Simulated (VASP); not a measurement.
# W (I4/mmm) in VASP: further runs

Runs on W. Level: PBEsol. Tasks: single point.

Everything below comes from runs of VASP 6.6.1. Logs are shortened: lines on timing, memory, paths and dates and some standing lists are left out, and cuts for length are marked.

## (1) The cell of the first run

It takes space group I4/mmm (No. 139, tetragonal). Conventional cell: a = 3.081 Å, b = 3.081 Å, c = 3.456 Å, α = 90.00°, β = 90.00°, γ = 90.00°. Within 3.7 Å of W (site symmetry 4/mmm) lie 14 W at 2.78 to 3.46 Å.

## (2) Single point, PBEsol (16.41 Å³/atom)

The input, INCAR:

```
SYSTEM = W
PREC = Accurate ; ENCUT = 500
EDIFF = 1E-6 ; ISMEAR = 0
SIGMA = 0.15 ; LREAL = .FALSE.
LASPH = .TRUE. ; NELM = 120
ALGO = Normal ; ISIF = 2
LWAVE = .FALSE. ; LCHARG = .FALSE.
GGA = PS ; NBANDS = 13
GGA_COMPAT = .FALSE.
```

The input, KPOINTS:

```
Automatic mesh
0
G
  22 22 22
  0 0 0
```

The input, POSCAR:

```
W
1.0
    0.0000000000      2.1786518965      1.7281066843
    2.1786518965      0.0000000000      1.7281066843
    2.1786518965      2.1786518965      0.0000000000
W
1
Direct
    0.0000000000      0.0000000000      0.0000000000
```

Potentials or basis: VASP PAW PBE potentials, release 64 (W_sv).

Started as:

```
$ cat potpaw_PBE.64/W_sv/POTCAR > POTCAR
$ mpirun -np 1 vasp_std > vasp.out
```

OUTCAR:

```text
SYSTEM = W
   PREC = Accurate
   ENCUT = 500
   EDIFF = 1E-6
   ISMEAR = 0
   LREAL = .FALSE.
   LASPH = .TRUE.
   NELM = 120
   ISIF = 2
   GGA = PS

 ion  position               nearest neighbor table
   1  0.000  0.000  0.000-

  LATTYP: Found a body centered tetragonal cell.
 ALAT       =     3.0810790597
 C/A-ratio  =     1.1217541977

  Lattice vectors:

 A1 = (   0.0000000000,  -2.1786518965,  -1.7281066843)
 A2 = (   0.0000000000,   2.1786518965,  -1.7281066843)
 A3 = (   2.1786518965,   0.0000000000,   1.7281066843)

Analysis of symmetry for initial positions (statically):
=====================================================================
 Subroutine PRICEL returns:
 Original cell was already a primitive cell.

 Routine SETGRP: Setting up the symmetry group for a
 body centered tetragonal supercell.

 Subroutine GETGRP returns: Found 16 space group operations
 (whereof 16 operations were pure point group operations)
 out of a pool of 16 trial point group operations.

The static configuration has the point symmetry D_4h.

Analysis of symmetry for dynamics (positions and initial velocities):
=====================================================================
 Subroutine PRICEL returns:
 Original cell was already a primitive cell.

 Routine SETGRP: Setting up the symmetry group for a
 body centered tetragonal supercell.

 Subroutine GETGRP returns: Found 16 space group operations
 (whereof 16 operations were pure point group operations)
 out of a pool of 16 trial point group operations.

The dynamic configuration has the point symmetry D_4h.

 Subroutine INISYM returns: Found 16 space group operations
 (whereof 16 operations are pure point group operations),
 and found     1 'primitive' translations

----------------------------------------------------------------------------------------

                                     Primitive cell

  volume of cell :      16.4050

  direct lattice vectors                    reciprocal lattice vectors
     0.000000000  2.178651896  1.728106684    -0.229499720  0.229499720  0.289333989
     2.178651896  0.000000000  1.728106684     0.229499720 -0.229499720  0.289333989
     2.178651896  2.178651896  0.000000000     0.229499720  0.229499720 -0.289333989

  length of vectors
     2.780805063  2.780805063  3.081079060     0.434803864  0.434803864  0.434803864

  position of ions in fractional coordinates (direct lattice)
     0.000000000  0.000000000  0.000000000

  ion indices of the primitive-cell ions
   primitive index   ion index
                 1           1

----------------------------------------------------------------------------------------

 KPOINTS: Automatic mesh

Automatic generation of k-mesh.
 Grid dimensions read from file:
 generate k-points for:   22   22   22

 Generating k-lattice:

  Cartesian coordinates                     Fractional coordinates (reciprocal lattice)
    -0.010431805  0.010431805  0.013151545     0.045454545  0.000000000  0.000000000
     0.010431805 -0.010431805  0.013151545     0.000000000  0.045454545  0.000000000
     0.010431805  0.010431805 -0.013151545     0.000000000  0.000000000  0.045454545

  Length of vectors
     0.019763812  0.019763812  0.019763812

  Shift w.r.t. Gamma in fractional coordinates (k-lattice)
     0.000000000  0.000000000  0.000000000

 Subroutine IBZKPT returns following result:
 ===========================================

 Found    834 irreducible k-points:

 Following reciprocal coordinates:
            Coordinates               Weight
  0.000000  0.000000  0.000000      1.000000
  0.045455 -0.000000  0.000000      8.000000
  0.090909 -0.000000  0.000000      8.000000
  0.136364  0.000000  0.000000      8.000000
  0.181818  0.000000  0.000000      8.000000
  0.227273  0.000000  0.000000      8.000000
[... 16 lines left out ...]
  0.500000  0.045455  0.000000      8.000000
 -0.454545  0.045455  0.000000      8.000000
 [... further k-points ...]
   k-points           NKPTS =    834   k-points in BZ     NKDIM =    834   number of bands    NBANDS=     13
   number of dos      NEDOS =    301   number of ions     NIONS =      1
   total plane-waves  NPLWV =   9600
   dimension x,y,z NGX =    20 NGY =   20 NGZ =   24
   dimension x,y,z NGXF=    40 NGYF=   40 NGZF=   48
   ions per type =               1
   NGX,Y,Z   is equivalent  to a cutoff of  11.96, 11.96, 12.95 a.u.
   NGXF,Y,Z  is equivalent  to a cutoff of  23.91, 23.91, 25.90 a.u.
 SYSTEM =  W
   PREC   = accura    normal or accurate (medium, high low for compatibility)
   ISTART =      0    job   : 0-new  1-cont  2-samecut
   ICHARG =      2    charge: 1-file 2-atom 10-const
   ISPIN  =      1    spin polarized calculation?
   LNONCOLLINEAR =      F non collinear calculations
   LSORBIT =      F    spin-orbit coupling
   LASPH  =      T    aspherical Exc in radial PAW
   ENCUT  =  500.0 eV  36.75 Ry    6.06 a.u.   5.07  5.07  5.62*2*pi/ulx,y,z
   NELM   =    120;   NELMIN=  2; NELMDL= -5     # of ELM steps
   EDIFF  = 0.1E-05   stopping-criterion for ELM
   LREAL  =      F    real-space projection
   EDIFFG = 0.1E-04   stopping-criterion for IOM
   NSW    =      0    number of steps for IOM
   IBRION =     -1    ionic relax: 0-MD 1-quasi-New 2-CG
   NFREE  =      0    steps in history (QN), initial steepest desc. (CG)
   ISIF   =      2    stress and relaxation
   ISYM   =      2    0-nonsym 1-usesym 2-fastsym
   POTIM  = 0.5000    time-step for ionic-motion
   TEBEG  =    0.0;   TEEND  =   0.0 temperature during run
   PSTRESS=    0.0 pullay stress
   NELECT =      14.0000    total number of electrons
   NUPDOWN=      -1.0000    fix difference up-down
   EMIN   =  10.00;   EMAX   =-10.00  energy-range for DOS
   EFERMI =   0.00;   METHOD = LEGACY
   ISMEAR =     0;   SIGMA  =   0.15  broadening in eV -4-tet -1-fermi 0-gaus
   EFERMI_NEDOS =   21; number of points for ismear=-14 and -15
   IALGO  =     38    algorithm
   IMIX   =      4    mixing-type and parameters
     AMIX     =   0.40;   BMIX     =  1.00
     AMIX_MAG =   1.60;   BMIX_MAG =  1.00
  volume/ion in A,a.u.               =      16.41       110.71
  Fermi-wavevector in a.u.,A,eV,Ry     =   1.552835  2.934433 32.807699  2.411298
  Thomas-Fermi vector in A             =   2.657153
   LORBIT       =      0    0 simple, 1 ext, 2 COOP (PROOUT), +10 PAW based schemes
   GGA     = PS    functional components
   LHFCALC =     F    Hartree Fock is set to
   AEXX    =    0.0000 exact exchange contribution
   IVDW    =     0    specifies the selected vdW correction
   LEPSILON=     F    determine dielectric tensor
   LRPA    =     F    only Hartree local field effects (RPA)
 non-spin polarized calculation
 Gauss-broadening in eV      SIGMA  =   0.15
  energy-cutoff  :      500.00
  volume of cell :       16.41
 maximum number of plane-waves:       434
   NGX = 11   NGY = 11   NGZ = 11

 number of electron      14.0000000 magnetization

 Free energy of the ion-electron system (eV)
  ---------------------------------------------------
  ext. energy  EPLUGINS =         0.00000000
  ---------------------------------------------------
  free energy    TOTEN  =       -13.66161616 eV

  energy without entropy =      -13.65518405  energy(sigma->0) =      -13.65840011

 E-fermi :  10.7610     XC(G=0): -13.5659

 val. band max:       10.7605468407   @ k =  -0.4091   0.1818   0.0000
 cond. band min:      10.7752038992   @ k =  -0.1818   0.1364   0.0000
 fundamental gap:      0.0146570585
 Fermi energy:        10.7610261703

 k-point     1 :       0.0000    0.0000    0.0000
  band No.  band energies     occupation
      1     -63.3954      2.00000
      2     -27.0131      2.00000
      3     -26.9985      2.00000
      4     -26.9985      2.00000
      5       1.3241      2.00000
      6       9.3057      2.00000
      7       9.3057      2.00000
      8      10.6300      1.78338
      9      11.9079      0.00000
     10      13.6402      0.00000
     11      24.0643      0.00000
     12      26.0817      0.00000
     13      26.0817      0.00000

 k-point     2 :       0.0455   -0.0000    0.0000
  band No.  band energies     occupation
      1     -63.3931      2.00000
      2     -27.0326      2.00000
      3     -27.0053      2.00000
      4     -27.0045      2.00000
      5       1.4178      2.00000
      6       9.2982      2.00000
      7       9.3353      2.00000
      8      10.6334      1.77100
      9      11.8610      0.00000
     10      13.5933      0.00000
     11      24.2433      0.00000
     12      26.1758      0.00000
     13      26.2399      0.00000

 k-point     3 :       0.0909   -0.0000    0.0000
  band No.  band energies     occupation
      1     -63.3866      2.00000
      2     -27.1047      2.00000
      3     -27.0251      2.00000
      4     -27.0063      2.00000
      5       1.6922      2.00000
      6       9.2635      2.00000
      7       9.3817      2.00000
      8      10.6924      1.48224
      9      11.7487      0.00000
     10      13.4766      0.00000
     11      24.7146      0.00000
     12      26.4054      0.00000
     13      26.7054      0.00000
[... 305 lines left out ...]
 k-point    23 :       0.5000    0.0455    0.0000
  band No.  band energies     occupation
      1     -63.2815      2.00000
      2     -28.1629      2.00000
      3     -27.3316      2.00000
      4     -27.0298      2.00000
      5       4.7933      2.00000
      6       8.0440      2.00000
      7      10.7020      1.42212
      8      11.6852      0.00000
      9      14.3282      0.00000
     10      16.3640      0.00000
     11      20.9590      0.00000
     12      22.7463      0.00000
     13      27.7554      0.00000

 k-point    24 :      -0.4545    0.0455    0.0000
  band No.  band energies     occupation
      1     -63.2834      2.00000
      2     -28.1449      2.00000
      3     -27.3244      2.00000
      4     -27.0330      2.00000
      5       4.7941      2.00000
      6       8.0657      2.00000
      7      10.4486      1.99678
      8      11.8309      0.00000
      9      14.3101      0.00000
     10      16.0897      0.00000
     11      21.1607      0.00000
     12      22.7961      0.00000
     13      28.1578      0.00000

 [... further k-points ...]

------------------------ aborting loop because EDIFF is reached ----------------------------------------

  FORCE on cell =-STRESS in cart. coord.  units (eV):
  Direction    XX          YY          ZZ          XY          YZ          ZX
  --------------------------------------------------------------------------------------
  -------------------------------------------------------------------------------------
  Total       -0.1971737     -0.1971737     -2.9534849      0.0000000      0.0000000     -0.0000000
  in kB      -19.2567608    -19.2567608   -288.4490412      0.0000000      0.0000000     -0.0000000
  external PRESSURE =    -108.9875210 kB  Pullay stress =       0.0000000 kB

 VOLUME and BASIS-vectors are now :
 -----------------------------------------------------------------------------
  energy-cutoff  :      500.00
  volume of cell :       16.41
      direct lattice vectors                 reciprocal lattice vectors
     0.000000000  2.178651896  1.728106684    -0.229499720  0.229499720  0.289333989
     2.178651896  0.000000000  1.728106684     0.229499720 -0.229499720  0.289333989
     2.178651896  2.178651896  0.000000000     0.229499720  0.229499720 -0.289333989

 POSITION                                       TOTAL-FORCE (eV/Angst)
 -----------------------------------------------------------------------------------
      0.00000      0.00000      0.00000         0.000000      0.000000      0.000000
 -----------------------------------------------------------------------------------
    total drift:                                0.000000     -0.000000      0.000000

  FREE ENERGIE OF THE ION-ELECTRON SYSTEM (eV)
  ---------------------------------------------------
  free  energy   TOTEN  =       -13.6616161610 eV

  energy  without entropy=      -13.6551840528  energy(sigma->0) =      -13.65840011
```

It took 1.9 min on 1 thread of Intel Xeon Platinum 8259CL at 2.50GHz (Skylake/Cascade Lake), shared host; peak memory 0.26 GiB.

What came out:

```yaml
Free_energy: -13.6616 eV
Pressure: -10.9 GPa
Band_gap_on_the_k_mesh: zero (bands 7 and 8 overlap by 5.59 eV)
```

Caveat: the cell stands under tension; the PAW data sets were made with another functional, which shifts forces and pressure a little; spin-orbit coupling is left out, which moves the levels of the heavy elements.

## (3) Single point, PBEsol (16.83 Å³/atom)

This run uses another cell than the first one, of 16.83 Å³/atom.

The input, INCAR:

```
PREC = Accurate
ENCUT = 500
EDIFF = 1E-6
ISMEAR = 0
SIGMA = 0.15
LREAL = F
LASPH = T
NELM = 120
ALGO = Normal
ISIF = 2
LWAVE = F
LCHARG = F
GGA = PS
NBANDS = 13
GGA_COMPAT = F
```

The input, KPOINTS:

```
regular mesh
0
Gamma
  22 22 22
```

The input, POSCAR:

```
W
1.0
    0.0000000000      1.9319817639      2.2546227184
    1.9319817639      0.0000000000      2.2546227184
    1.9319817639      1.9319817639      0.0000000000
W
1
Direct
    0.0000000000      0.0000000000      0.0000000000
```

Potentials or basis: VASP PAW PBE potentials, release 64 (W_sv).

Started as:

```
$ cat potpaw_PBE.64/W_sv/POTCAR > POTCAR
$ mpirun -np 1 vasp_std > vasp.out
```

Wall time 2 min (1 thread of Intel Xeon 8259CL, shared host); peak memory 0.27 GiB.

Results (log left out):

* Free energy: -13.3766 eV
* Pressure: -13.4 GPa
* Band gap on the k mesh: zero (bands 7 and 8 overlap by 4.29 eV)

Stress tensor (GPa, compression positive):
```
-15.02   0.00   0.00
  0.00 -15.02   0.00
  0.00   0.00 -10.09
```

Levels at points of the mesh, in eV from the Fermi level:
| k point | band 5 | band 6 | band 7 | band 8 | band 9 | band 10 |
| --- | --- | --- | --- | --- | --- | --- |
| (0.00, 0.00, 0.00) | -9.20 | -2.17 | -0.01 | 0.00 | 0.34 | 3.54 |
| (0.50, 0.00, 0.00) | -5.79 | -2.08 | 0.01 | 0.31 | 4.00 | 4.80 |
| (0.50, 0.50, 0.00) | -5.83 | -4.55 | 0.77 | 4.80 | 5.01 | 5.01 |
| (0.50, 0.00, 0.50) | -5.63 | -4.63 | 3.64 | 3.79 | 3.86 | 6.52 |

Caveat: the cell stands under tension; the PAW data sets were made with another functional, which shifts forces and pressure a little; spin-orbit coupling is left out, which moves the levels of the heavy elements.

## (4) Single point, PBEsol (16.83 Å³/atom)

This run uses another cell than the first one, of 16.83 Å³/atom.

The input, INCAR:

```
PREC = Accurate ; ENCUT = 500
EDIFF = 1E-6 ; ISMEAR = 0
SIGMA = 0.15 ; LREAL = False
LASPH = True ; NELM = 120
ALGO = Normal ; ISIF = 2
LWAVE = False ; LCHARG = False
GGA = PS ; NBANDS = 13
GGA_COMPAT = False
```

The input, KPOINTS:

```
Automatic mesh
0
Gamma
  22 22 22
```

The input, POSCAR:

```
W
1.0
    0.0000000000      2.1414926780      1.8350450758
    2.1414926780      0.0000000000      1.8350450758
    2.1414926780      2.1414926780      0.0000000000
W
1
Direct
    0.0000000000      0.0000000000      0.0000000000
```

Started as:

```
$ cat potpaw_PBE.64/W_sv/POTCAR > POTCAR
$ mpirun -np 1 vasp_std > vasp.out
```

Run time: 2.7 min. Hardware: 1 thread of Intel Xeon 8259CL, shared host; peak memory 0.28 GiB.

It converged, with:

```yaml
Free_energy: -13.4765 eV
Pressure: -15.5 GPa
Band_gap_on_the_k_mesh: zero (bands 7 and 8 overlap by 5.28 eV)
```

Stress tensor (GPa, compression positive):
```
 -6.16   0.00   0.00
  0.00  -6.16   0.00
  0.00   0.00 -34.13
```

Levels at points of the mesh, in eV from the Fermi level:
```csv
k point,band 3,band 4,band 5,band 6,band 7,band 8,band 9,band 10,band 11,band 12
"(0.00, 0.00, 0.00)",-37.75,-37.74,-9.22,-1.33,-1.33,0.49,0.65,2.95,12.83,15.97
"(0.50, 0.00, 0.00)",-38.00,-37.78,-5.83,-2.18,0.17,0.29,3.68,5.18,9.73,11.86
"(0.50, 0.50, 0.00)",-38.31,-38.31,-5.54,-4.99,4.47,4.73,5.15,5.15,9.65,9.65
"(0.50, 0.00, 0.50)",-38.16,-37.91,-5.75,-4.38,1.63,3.88,4.11,5.86,11.04,11.17
```

Caveat: the cell stands under tension; the PAW data sets were made with another functional, which shifts forces and pressure a little; spin-orbit coupling is left out, which moves the levels of the heavy elements.

## (5) Single point, PBEsol (16.83 Å³/atom)

This run uses another cell than the first one, of 16.83 Å³/atom.

The input, INCAR:

```
PREC = Accurate
ENCUT = 500
EDIFF = 1E-6
ISMEAR = 0
SIGMA = 0.15
LREAL = F
LASPH = T
NELM = 120
ALGO = Normal
ISIF = 2
LWAVE = F
LCHARG = T
GGA = PS
LELF = T
LVHAR = T
NBANDS = 13
GGA_COMPAT = F
```

KPOINTS is that of step 4.

The input, POSCAR:

```
W
1.0
    0.0000000000      2.3737249982      1.4935477689
    2.3737249982      0.0000000000      1.4935477689
    2.3737249982      2.3737249982      0.0000000000
W
1
Direct
    0.0000000000      0.0000000000      0.0000000000
```

Started as:

```
$ cat potpaw_PBE.64/W_sv/POTCAR > POTCAR
$ mpirun -np 1 vasp_std > vasp.out
```

Run time: 2.6 min. Hardware: 1 thread of Intel Xeon 8259CL, shared host; peak memory 0.27 GiB.

The run converged. Its results:

* Free energy: -13.6023 eV
* Pressure: -17.2 GPa
* Band gap on the k mesh: zero (bands 7 and 8 overlap by 5.90 eV)

Stress tensor (GPa, compression positive):
```
-27.77   0.00   0.00
  0.00 -27.77   0.00
  0.00   0.00   3.84
```

Levels at points of the mesh, in eV from the Fermi level:
| k point | band 4 | band 5 | band 6 | band 7 | band 8 | band 9 | band 10 | band 11 |
| --- | --- | --- | --- | --- | --- | --- | --- | --- |
| (0.00, 0.00, 0.00) | -37.77 | -9.29 | -2.00 | -0.46 | -0.46 | 0.97 | 2.97 | 13.81 |
| (0.50, 0.00, 0.00) | -37.89 | -5.85 | -3.69 | 0.90 | 1.91 | 4.00 | 5.59 | 10.44 |
| (0.50, 0.50, 0.00) | -38.35 | -5.50 | -5.24 | 4.68 | 4.68 | 5.11 | 6.79 | 6.79 |
| (0.50, 0.00, 0.50) | -37.81 | -5.95 | -2.13 | -0.02 | 0.69 | 2.27 | 5.46 | 9.59 |

Caveat: the cell stands under tension; the PAW data sets were made with another functional, which shifts forces and pressure a little; spin-orbit coupling is left out, which moves the levels of the heavy elements.

## (6) The runs side by side

```csv
cell,gap on the mesh (eV),pressure (GPa)
"a = 2.781, b = 2.781, c = 3.081 Å, angles 56.4, 56.4, 67.3°, 1 atom",none,-10.9
"a = 2.969, b = 2.969, c = 2.732 Å, angles 62.6, 62.6, 54.8°, 1 atom",none,-13.4
"a = 2.820, b = 2.820, c = 3.029 Å, angles 57.5, 57.5, 65.0°, 1 atom",none,-15.5
"a = 2.805, b = 2.805, c = 3.357 Å, angles 53.2, 53.2, 73.5°, 1 atom",none,-17.2
```

Alike in all rows: task single point; level PBEsol; potentials or basis VASP PAW PBE potentials, release 64 (W_sv); no spin polarisation; k mesh 22 × 22 × 22; cutoff (eV) 500; smearing gaussian 0.15 eV.

Caveats: the cell stands under tension; the PAW data sets were made with another functional, which shifts forces and pressure a little; spin-orbit coupling is left out, which moves the levels of the heavy elements.

Absolute energies hang on the potentials; compare differences alone.
